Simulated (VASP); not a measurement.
Wanted: the native input for a VASP 6.6.1 run.

| Quantity | Value |
| --- | --- |
| Task | relaxation of shape and atoms at fixed volume |
| Functional | PBE |
| Potentials or basis | VASP PAW PBE potentials, release 64 (Ge_d) |
| Cutoff | 600 eV |
| k mesh | 8 × 8 × 10 |
| Occupations | fermi-dirac, width 0.08 eV |
| Spin | no spin polarisation |
| Dipole correction | no |
| Further INCAR settings | ALGO = Normal; EDIFF = 1e-07; IBRION = 2; EDIFFG = -0.005; NSW = 50; ISIF = 4 |

The structure of Ge lies in POSCAR:

```
Ge
1.0
    4.7252405252      0.0000000000      0.0000000000
   -2.3626202626      4.0921783338      0.0000000000
    0.0000000000      0.0000000000      2.6539049268
Ge
3
Direct
    0.0000000000      0.0000000000      0.0000000000
    0.3333333333      0.6666666667      0.5000000000
    0.6666666667      0.3333333333      0.5000000000
```

The input as run:

INCAR

```
PREC = Accurate
ENCUT = 600
EDIFF = 1E-7
ISMEAR = -1
SIGMA = 0.08
LREAL = False
LASPH = True
NELM = 100
ALGO = Normal
ISIF = 4
LWAVE = False
LCHARG = False
GGA = PE
IBRION = 2
NSW = 50
EDIFFG = -0.005
```

KPOINTS

```
Automatic mesh
0
Gamma
  8 8 10
```

Potentials or basis: VASP PAW PBE potentials, release 64 (Ge_d).

The run is started by

```bash
$ cat potpaw_PBE.64/Ge_d/POTCAR > POTCAR
$ mpirun -np 1 vasp_std > vasp.out
```

Results of the run:

The energy gained by relaxing is 0.0 meV/atom and the ionic steps are 2. The pressure after relaxing is 10.9 GPa and the band gap on the k mesh is zero (band 21 reaches 9.55 eV, above the bottom of band 22 at 4.17 eV).

It took 2.5 min on 1 thread of Intel Xeon 8259CL (shared host), peak memory 0.23 GiB.
